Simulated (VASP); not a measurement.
TaTe2H, 4 atoms in the cell. Symmetry: I4mm, No. 107, tetragonal system. Conventional cell: a = 5.009 Å, b = 5.009 Å, c = 6.681 Å, α = 90.00°, β = 90.00°, γ = 90.00°. Ta (site symmetry 4mm) has 1 H at 1.74 Å within 2.3 Å. Te (site symmetry 2mm) has 2 H at 2.51 Å and 4 Ta at 2.93 to 3.09 Å and 2 Te at 3.34 Å within 3.4 Å. H (site symmetry 4mm) has 1 Ta at 1.74 Å within 2.3 Å. The cell was built from a structure type or drawn by symmetry, and may not be a known phase.

```yaml
Program: VASP 6.6.1
Task: relaxation of cell and atoms
Functional: PBE
Potentials_or_basis: VASP PAW PBE potentials, release 64 (Ta_pv, Te, H)
Cutoff: 600 eV
k_mesh: 6 × 6 × 6
Occupations: gaussian, width 0.1 eV
Spin: no spin polarisation
Dipole_correction: no
Further_INCAR_settings: ALGO = Normal; EDIFF = 1e-07; IBRION = 2; EDIFFG = -0.04; NSW = 90; ISIF = 3
```

Potentials or basis: VASP PAW PBE potentials, release 64 (Ta_pv, Te, H).

The run is started by

```sh
$ cat potpaw_PBE.64/Ta_pv/POTCAR potpaw_PBE.64/Te/POTCAR potpaw_PBE.64/H/POTCAR > POTCAR
$ mpirun -np 1 vasp_std > vasp.out
```

Hardware: 1 thread of Intel(R) Xeon(R) 6975P-C (Granite Rapids), on a shared host.

How long does it take, and how much memory?

Run time: 93 s on 1 thread of Intel(R) Xeon(R) 6975P-C (Granite Rapids), on a shared host, peak memory 0.26 GiB. Counts: scf iterations 45, k points 30, ion steps 5.
